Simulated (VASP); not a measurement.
**Cl: single point with LDA**

Crystal: Cl.

```
Cl
1.0
     3.16583   -2.26490    0.00000
     3.16583    2.26490    0.00000
     0.00000    0.00000    8.26437
Cl
4
Cartesian
  3.1658 0.5889 3.3057
  3.1658 1.6760 7.4379
  3.1658 -0.5889 4.9586
  3.1658 -1.6760 0.8264
```

| Quantity | Value |
| --- | --- |
| Program | VASP 6.6.1 |
| Task | single point |
| Functional | LDA |
| Potentials or basis | VASP PAW LDA potentials, release 64 (Cl) |
| Cutoff | 520 eV |
| k mesh | 7 × 7 × 4 |
| Occupations | fermi-dirac, width 0.05 eV |
| Spin | no spin polarisation |

The pressure is -3.1 GPa and the largest force is 0.524 eV/Å. The band gap on the k mesh is 2.29 eV, indirect (least direct gap 2.35 eV).

Forces on the atoms (eV/Å):
```
Cl   0.000 -0.383  0.357
Cl   0.000  0.383  0.357
Cl   0.000  0.383 -0.357
Cl   0.000 -0.383 -0.357
```

Stress tensor (GPa, compression positive):
```
-1.28  0.00  0.00
 0.00 -3.44  0.00
 0.00  0.00 -4.62
```

Levels at points of the mesh, in eV from the valence-band top:
```
           k point  band 11  band 12  band 13  band 14  band 15  band 16  band 17  band 18
(0.00, 0.00, 0.00)    -0.71    -0.41    -0.15    -0.05     2.30     2.89     6.41     7.18
(0.00, 0.00, 0.50)    -0.65    -0.65    -0.10    -0.10     2.50     2.50     7.03     7.03
```

It took 43 s on 1 thread of Intel(R) Xeon(R) 6975P-C (Granite Rapids) (shared host), peak memory 0.23 GiB.

A k mesh can miss the band edges. A hybrid or GW would open this gap; LDA tends to underestimate it.
